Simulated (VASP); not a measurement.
# SiNi3 (Pm-3m) in VASP: further runs, part 2 of 3

VASP 6.6.1. The steps go on from the part before.

**3. Single point, LDA, collinear spin, ferromagnetic start**

This run uses another cell than the first one, of 10.89 Å³/atom.

File INCAR:

```
SYSTEM = SiNi3
  PREC = Accurate
  ENCUT = 520
  EDIFF = 1E-6
  ISMEAR = -1
  SIGMA = 0.05
  LREAL = .False.
  LASPH = .True.
  NELM = 150
  ALGO = Normal
  ISIF = 2
  LWAVE = .False.
  LCHARG = .False.
  ISPIN = 2
  MAGMOM = 1 1 1 0
  LORBIT = 11
  LMAXMIX = 4
  GGA = CA
  NBANDS = 29
```

File KPOINTS:

```
regular mesh
0
Gamma
  8 8 8
  0 0 0
```

File POSCAR:

```
SiNi3
1.0
    3.5182274716      0.0000000000      0.0000000000
    0.0000000000      3.5182274716      0.0000000000
    0.0000000000      0.0000000000      3.5182274716
Ni Si
3 1
Direct
    0.5000000000      0.5000000000      0.0000000000
    0.5000000000      0.0000000000      0.5000000000
    0.0000000000      0.5000000000      0.5000000000
    0.0000000000      0.0000000000      0.0000000000
```

Potentials or basis: VASP PAW LDA potentials, release 64 (Ni, Si).

The run is started by

```console
cat potpaw_LDA.64/Ni/POTCAR potpaw_LDA.64/Si/POTCAR > POTCAR
mpirun -np 1 vasp_std > vasp.out
```

OUTCAR:

```text
SYSTEM = SiNi3
   PREC = Accurate
   ENCUT = 520
   EDIFF = 1E-6
   ISMEAR = -1
   LREAL = .False.
   LASPH = .True.
   NELM = 150
   ISIF = 2
   ISPIN = 2
   LORBIT = 11
   GGA = CA

 ion  position               nearest neighbor table
   1  0.500  0.500  0.000-   2 2.49   3 2.49   4 2.49   2 2.49   3 2.49   2 2.49   4 2.49   2 2.49
                             3 2.49   4 2.49   3 2.49   4 2.49
   2  0.500  0.000  0.500-   1 2.49   3 2.49   4 2.49   1 2.49   4 2.49   1 2.49   3 2.49   1 2.49
                             3 2.49   4 2.49   4 2.49   3 2.49
   3  0.000  0.500  0.500-   1 2.49   2 2.49   4 2.49   1 2.49   4 2.49   2 2.49   4 2.49   4 2.49
                             1 2.49   2 2.49   1 2.49   2 2.49
   4  0.000  0.000  0.000-   1 2.49   2 2.49   3 2.49   2 2.49   3 2.49   1 2.49   3 2.49   3 2.49
                             1 2.49   2 2.49   2 2.49   1 2.49

  LATTYP: Found a simple cubic cell.
[... 1773 lines left out ...]
 -----------------------------------------------------------------------------------
      1.75911      1.75911      0.00000         0.000000      0.000000      0.000000
      1.75911      0.00000      1.75911         0.000000      0.000000      0.000000
      0.00000      1.75911      1.75911         0.000000      0.000000      0.000000
      0.00000      0.00000      0.00000         0.000000      0.000000      0.000000
 -----------------------------------------------------------------------------------
    total drift:                                0.000000      0.000000      0.000000

  FREE ENERGIE OF THE ION-ELECTRON SYSTEM (eV)
  ---------------------------------------------------
  free  energy   TOTEN  =       -27.7508807668 eV

  energy  without entropy=      -27.7334748926  energy(sigma->0) =      -27.74217783

 total charge

# of ion       s       p       d       tot
------------------------------------------
    1        0.484   0.559   8.421   9.463
    2        0.484   0.559   8.421   9.463
    3        0.484   0.559   8.421   9.463
    4        0.735   0.814   0.000   1.550
--------------------------------------------------
tot          2.187   2.490  25.263  29.940

 magnetization (x)

# of ion       s       p       d       tot
------------------------------------------
    1       -0.000  -0.000   0.000   0.000
    2       -0.000  -0.000   0.000   0.000
    3       -0.000  -0.000   0.000   0.000
    4       -0.000  -0.000   0.000  -0.000
--------------------------------------------------
tot         -0.000  -0.000   0.000   0.000
```

OSZICAR:

```text
N       E                     dE             d eps       ncg     rms          rms(c)
DAV:   1     0.207146952506E+03    0.20715E+03   -0.14558E+04  4156   0.154E+03
DAV:   2    -0.168024651910E+02   -0.22395E+03   -0.20796E+03  4080   0.303E+02
DAV:   3    -0.310526650261E+02   -0.14250E+02   -0.13422E+02  4554   0.934E+01
DAV:   4    -0.313163648203E+02   -0.26370E+00   -0.26305E+00  4596   0.122E+01
DAV:   5    -0.313240856539E+02   -0.77208E-02   -0.77201E-02  5044   0.185E+00    0.205E+01
DAV:   6    -0.317549033393E+02   -0.43082E+00   -0.26470E+01  4832   0.934E+01    0.186E+01
DAV:   7    -0.278365943350E+02    0.39183E+01   -0.10149E+01  4959   0.528E+01    0.375E+00
DAV:   8    -0.277673724694E+02    0.69222E-01   -0.25347E-01  4986   0.383E+00    0.138E+00
DAV:   9    -0.277534503358E+02    0.13922E-01   -0.13062E-02  5924   0.125E+00    0.618E-01
DAV:  10    -0.277518684533E+02    0.15819E-02   -0.94130E-04  4897   0.275E-01    0.328E-01
DAV:  11    -0.277508722463E+02    0.99621E-03   -0.28725E-04  5463   0.279E-01    0.796E-02
DAV:  12    -0.277508818671E+02   -0.96209E-05   -0.93573E-05  4910   0.811E-02    0.494E-02
DAV:  13    -0.277508805500E+02    0.13171E-05   -0.57405E-06  4750   0.323E-02    0.135E-02
DAV:  14    -0.277508807668E+02   -0.21680E-06   -0.93450E-07  3538   0.731E-03
   1 F= -.27750881E+02 E0= -.27742178E+02  d E =-.174059E-01  mag=     0.0000
```

stdout:

```text
POSCAR found type information on POSCAR NiSi
 POSCAR found :  2 types and       4 ions
 scaLAPACK will be used
 LDA part: xc-table for (Slater(with rela. corr.)+CA(PZ))
 , standard interpolation
 POSCAR, INCAR and KPOINTS ok, starting setup
 FFT: planning ... GRIDC
 FFT: planning ... GRID_SOFT
 FFT: planning ... GRID
 WAVECAR not read
 entering main loop
```

Wall time 31 s (1 thread of Intel Xeon 6975P-C (Granite Rapids), shared host); peak memory 0.19 GiB.

Results:

- Free energy: -27.7509 eV
- Pressure: -16.5 GPa
- Band gap on the k mesh: zero (filled and empty bands overlap)
- Net moment: 0.00 μB per cell
- Valence electrons inside the program's atomic spheres: Ni 9.46; Si 1.55

Levels at points of the mesh, in eV from the Fermi level:
Spin up:
| k point | band 14 | band 15 | band 16 | band 17 | band 18 | band 19 | band 20 | band 21 |
| --- | --- | --- | --- | --- | --- | --- | --- | --- |
| (0.00, 0.00, 0.00) | -0.59 | -0.59 | -0.29 | 0.02 | 0.02 | 0.02 | 4.70 | 6.34 |
| (0.50, 0.00, 0.00) | -1.25 | -1.13 | -0.53 | 0.02 | 3.59 | 3.59 | 5.07 | 5.27 |
| (0.50, 0.50, 0.00) | -1.38 | -1.10 | -0.99 | -0.95 | 0.65 | 0.65 | 5.55 | 6.30 |
| (0.50, 0.50, 0.50) | -1.23 | -1.23 | -0.33 | -0.21 | -0.21 | -0.21 | 1.16 | 3.98 |
Spin down:
| k point | band 13 | band 14 | band 15 | band 16 | band 17 | band 18 | band 19 | band 20 | band 21 | band 22 |
| --- | --- | --- | --- | --- | --- | --- | --- | --- | --- | --- |
| (0.00, 0.00, 0.00) | -0.82 | -0.59 | -0.59 | -0.29 | 0.02 | 0.02 | 0.02 | 4.70 | 6.34 | 6.34 |
| (0.50, 0.00, 0.00) | -1.31 | -1.25 | -1.13 | -0.53 | 0.02 | 3.59 | 3.59 | 5.07 | 5.27 | 5.27 |
| (0.50, 0.50, 0.00) | -1.40 | -1.38 | -1.10 | -0.99 | -0.95 | 0.65 | 0.65 | 5.55 | 6.30 | 7.67 |
| (0.50, 0.50, 0.50) | -1.40 | -1.23 | -1.23 | -0.33 | -0.21 | -0.21 | -0.21 | 1.16 | 3.98 | 3.98 |

Caveat: the cell stands under tension.

**4. Single point, PBEsol, collinear spin, ferromagnetic start**

This run uses another cell than the first one, of 10.89 Å³/atom.

File INCAR:

```
SYSTEM = SiNi3
PREC = Accurate ; ENCUT = 520
EDIFF = 1E-6 ; ISMEAR = -1
SIGMA = 0.05 ; LREAL = .FALSE.
LASPH = .TRUE. ; NELM = 150
ALGO = Normal ; ISIF = 2
LWAVE = .FALSE. ; LCHARG = .FALSE.
ISPIN = 2 ; MAGMOM = 1 1 1 0
LORBIT = 11 ; LMAXMIX = 4
GGA = PS ; NBANDS = 29
```

File KPOINTS:

```
Automatic mesh
0
G
  8 8 8
  0 0 0
```

POSCAR is that of step 3.

Potentials or basis: VASP PAW PBE potentials, release 64 (Ni, Si).

The run is started by

```console
cat potpaw_PBE.64/Ni/POTCAR potpaw_PBE.64/Si/POTCAR > POTCAR
mpirun -np 1 vasp_std > vasp.out
```

OUTCAR:

```text
SYSTEM = SiNi3
   PREC = Accurate
   ENCUT = 520
   EDIFF = 1E-6
   ISMEAR = -1
   LREAL = .FALSE.
   LASPH = .TRUE.
   NELM = 150
   ISIF = 2
   ISPIN = 2
   LORBIT = 11
   GGA = PS

 ion  position               nearest neighbor table
   1  0.500  0.500  0.000-   2 2.49   3 2.49   4 2.49   2 2.49   3 2.49   2 2.49   4 2.49   2 2.49
                             3 2.49   4 2.49   3 2.49   4 2.49
   2  0.500  0.000  0.500-   1 2.49   3 2.49   4 2.49   1 2.49   4 2.49   1 2.49   3 2.49   1 2.49
                             3 2.49   4 2.49   4 2.49   3 2.49
   3  0.000  0.500  0.500-   1 2.49   2 2.49   4 2.49   1 2.49   4 2.49   2 2.49   4 2.49   4 2.49
                             1 2.49   2 2.49   1 2.49   2 2.49
   4  0.000  0.000  0.000-   1 2.49   2 2.49   3 2.49   2 2.49   3 2.49   1 2.49   3 2.49   3 2.49
                             1 2.49   2 2.49   2 2.49   1 2.49

  LATTYP: Found a simple cubic cell.
 ALAT       =     3.5182274716

  Lattice vectors:

 A1 = (   3.5182274716,   0.0000000000,   0.0000000000)
 A2 = (   0.0000000000,   3.5182274716,   0.0000000000)
 A3 = (   0.0000000000,   0.0000000000,   3.5182274716)

Analysis of symmetry for initial positions (statically):
=====================================================================
 Subroutine PRICEL returns:
 Original cell was already a primitive cell.

 Routine SETGRP: Setting up the symmetry group for a
 simple cubic supercell.

 Subroutine GETGRP returns: Found 48 space group operations
 (whereof 48 operations were pure point group operations)
 out of a pool of 48 trial point group operations.

The static configuration has the point symmetry O_h .

Analysis of symmetry for dynamics (positions and initial velocities):
=====================================================================
 Subroutine PRICEL returns:
 Original cell was already a primitive cell.

 Routine SETGRP: Setting up the symmetry group for a
 simple cubic supercell.

 Subroutine GETGRP returns: Found 48 space group operations
 (whereof 48 operations were pure point group operations)
 out of a pool of 48 trial point group operations.

The dynamic configuration has the point symmetry O_h .

Analysis of structural, dynamic, and magnetic symmetry:
=====================================================================
 Subroutine PRICEL returns:
 Original cell was already a primitive cell.

 Routine SETGRP: Setting up the symmetry group for a
 simple cubic supercell.

 Subroutine GETGRP returns: Found 48 space group operations
 (whereof 48 operations were pure point group operations)
 out of a pool of 48 trial point group operations.

The overall configuration has the point symmetry O_h .

 Subroutine INISYM returns: Found 48 space group operations
 (whereof 48 operations are pure point group operations),
 and found     1 'primitive' translations

----------------------------------------------------------------------------------------

                                     Primitive cell

  volume of cell :      43.5484

  direct lattice vectors                    reciprocal lattice vectors
     3.518227472  0.000000000  0.000000000     0.284234038  0.000000000  0.000000000
     0.000000000  3.518227472  0.000000000     0.000000000  0.284234038  0.000000000
     0.000000000  0.000000000  3.518227472     0.000000000  0.000000000  0.284234038

  length of vectors
[... 88 lines left out ...]
   EDIFFG = 0.1E-04   stopping-criterion for IOM
   NSW    =      0    number of steps for IOM
   IBRION =     -1    ionic relax: 0-MD 1-quasi-New 2-CG
   NFREE  =      0    steps in history (QN), initial steepest desc. (CG)
   ISIF   =      2    stress and relaxation
   ISYM   =      2    0-nonsym 1-usesym 2-fastsym
   POTIM  = 0.5000    time-step for ionic-motion
   TEBEG  =    0.0;   TEEND  =   0.0 temperature during run
   PSTRESS=    0.0 pullay stress
   NELECT =      34.0000    total number of electrons
   NUPDOWN=      -1.0000    fix difference up-down
   EMIN   =  10.00;   EMAX   =-10.00  energy-range for DOS
   EFERMI =   0.00;   METHOD = LEGACY
   ISMEAR =    -1;   SIGMA  =   0.05  broadening in eV -4-tet -1-fermi 0-gaus
   EFERMI_NEDOS =   21; number of points for ismear=-14 and -15
   IALGO  =     38    algorithm
   IMIX   =      4    mixing-type and parameters
     AMIX     =   0.40;   BMIX     =  1.00
     AMIX_MAG =   1.60;   BMIX_MAG =  1.00
  volume/ion in A,a.u.               =      10.89        73.47
  Fermi-wavevector in a.u.,A,eV,Ry     =   1.507453  2.848674 30.918092  2.272416
  Thomas-Fermi vector in A             =   2.618037
   LORBIT       =     11    0 simple, 1 ext, 2 COOP (PROOUT), +10 PAW based schemes
   GGA     = PS    functional components
   LHFCALC =     F    Hartree Fock is set to
   AEXX    =    0.0000 exact exchange contribution
   IVDW    =     0    specifies the selected vdW correction
   LEPSILON=     F    determine dielectric tensor
   LRPA    =     F    only Hartree local field effects (RPA)
 spin polarized calculation
  energy-cutoff  :      520.00
  volume of cell :       43.55
 maximum number of plane-waves:      1208
 NGX is ok and might be reduce to    28
   NGX = 13   NGY = 13   NGZ = 13

 number of electron      33.9999980 magnetization      -0.0004023

 number of electron      33.9999980 magnetization       0.0010543

 Free energy of the ion-electron system (eV)
  ---------------------------------------------------
  ext. energy  EPLUGINS =         0.00000000
  ---------------------------------------------------
  free energy    TOTEN  =       -26.22940708 eV

  energy without entropy =      -26.21127025  energy(sigma->0) =      -26.22033866

 E-fermi :  10.3504     XC(G=0): -13.1831

 val. band max:       10.2862804205   @ k =   0.1250   0.1250   0.0000
 cond. band min:      10.3637581424   @ k =   0.5000   0.3750   0.3750
 fundamental gap:      0.0774777218
 Fermi energy:        10.3503728601

 spin component 1

 k-point     1 :       0.0000    0.0000    0.0000
  band No.  band energies     occupation
      1      -1.4933      1.00000
      2       5.5357      1.00000
      3       6.3450      1.00000
      4       6.3450      1.00000
      5       6.8556      1.00000
      6       6.8556      1.00000
[... 757 lines left out ...]
     28      25.1346      0.00000
     29      27.3038      0.00000

 [... further k-points ...]

 spin component 2

 k-point     1 :       0.0000    0.0000    0.0000
  band No.  band energies     occupation
      1      -1.4934      1.00000
      2       5.5358      1.00000
      3       6.3452      1.00000
      4       6.3452      1.00000
      5       6.8560      1.00000
      6       6.8560      1.00000
[... 757 lines left out ...]
     28      25.1347      0.00000
     29      27.3036      0.00000

 [... further k-points ...]

------------------------ aborting loop because EDIFF is reached ----------------------------------------

  FORCE on cell =-STRESS in cart. coord.  units (eV):
  Direction    XX          YY          ZZ          XY          YZ          ZX
  --------------------------------------------------------------------------------------
  -------------------------------------------------------------------------------------
  Total       -2.7942145     -2.7942145     -2.7942145      0.0000000     -0.0000000      0.0000000
  in kB     -102.8012918   -102.8012918   -102.8012918      0.0000000     -0.0000000      0.0000000
  external PRESSURE =    -102.8012918 kB  Pullay stress =       0.0000000 kB

 VOLUME and BASIS-vectors are now :
 -----------------------------------------------------------------------------
  energy-cutoff  :      520.00
  volume of cell :       43.55
      direct lattice vectors                 reciprocal lattice vectors
     3.518227472  0.000000000  0.000000000     0.284234038  0.000000000  0.000000000
     0.000000000  3.518227472  0.000000000     0.000000000  0.284234038  0.000000000
     0.000000000  0.000000000  3.518227472     0.000000000  0.000000000  0.284234038

 POSITION                                       TOTAL-FORCE (eV/Angst)
 -----------------------------------------------------------------------------------
      1.75911      1.75911      0.00000         0.000000      0.000000      0.000000
      1.75911      0.00000      1.75911         0.000000      0.000000      0.000000
      0.00000      1.75911      1.75911         0.000000      0.000000      0.000000
      0.00000      0.00000      0.00000         0.000000      0.000000      0.000000
 -----------------------------------------------------------------------------------
    total drift:                                0.000000      0.000000      0.000000

  FREE ENERGIE OF THE ION-ELECTRON SYSTEM (eV)
  ---------------------------------------------------
  free  energy   TOTEN  =       -26.2294070795 eV

  energy  without entropy=      -26.2112702450  energy(sigma->0) =      -26.22033866

 total charge

# of ion       s       p       d       tot
------------------------------------------
    1        0.484   0.565   8.405   9.454
    2        0.484   0.565   8.405   9.454
    3        0.484   0.565   8.405   9.454
    4        0.728   0.811   0.000   1.539
--------------------------------------------------
tot          2.179   2.504  25.216  29.900

 magnetization (x)

# of ion       s       p       d       tot
------------------------------------------
    1       -0.000  -0.000   0.000   0.000
    2       -0.000  -0.000   0.000   0.000
    3       -0.000  -0.000   0.000   0.000
    4       -0.000  -0.000   0.000  -0.000
--------------------------------------------------
tot         -0.000  -0.000   0.001   0.001
```

stdout:

```text
POSCAR found type information on POSCAR NiSi
 POSCAR found :  2 types and       4 ions
 scaLAPACK will be used
 -----------------------------------------------------------------------------
|                                                                             |
|                                                                             |
|     You enforced a specific xc type in the INCAR file but a different       |
|     I HOPE YOU KNOW WHAT YOU ARE DOING!                                     |
|                                                                             |
 -----------------------------------------------------------------------------

 LDA part: xc-table for (Slater+PW92), standard interpolation
 POSCAR, INCAR and KPOINTS ok, starting setup
 FFT: planning ... GRIDC
 FFT: planning ... GRID_SOFT
 FFT: planning ... GRID
 WAVECAR not read
 entering main loop
```

Run time: 38 s. Hardware: 1 thread of Intel Xeon 6975P-C (Granite Rapids), shared host; peak memory 0.2 GiB.

What came out:

| Property | Result |
| --- | --- |
| Free energy | -26.2294 eV |
| Pressure | -10.3 GPa |
| Band gap on the k mesh | zero (filled and empty bands overlap) |
| Net moment | 0.00 μB per cell |
| Valence electrons inside the program's atomic spheres | Ni 9.45; Si 1.54 |

Caveat: the cell stands under tension; the PAW data sets were made with another functional, which shifts forces and pressure a little.

(Continued in part 3 of 3.)
